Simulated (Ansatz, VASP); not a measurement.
**Zr: VASP beside Ansatz**

```
CELL_PARAMETERS angstrom
0.00000 3.11758 3.11758
3.11758 0.00000 3.11758
3.11758 3.11758 0.00000
ATOMIC_POSITIONS crystal
Zr 0.00000 0.00000 0.00000
Zr 0.25000 0.25000 0.25000
```

Change from the starting cell: volume scaled by 0.98, PAW files.

Alike in both runs: task electric field gradients; functional PBE; k mesh 10 × 10 × 10; occupations fermi-dirac, width 0.05 eV; no spin polarisation.

```csv
,VASP,Ansatz
version,VASP 6.6.1,Ansatz 0.2.0
potentials or method,"VASP PAW PBE potentials, release 64 (Zr_sv)","PAW with Ansatz's default frozen-core files, scalar-relativistic"
plane-wave cutoff (eV),520,420
valence electrons in the cell,24,24
```

Ansatz gave:

```
pressure (GPa) : 0.8
```

Task: What did VASP give for the same quantities?

Result: Pressure (GPa): 0.9.
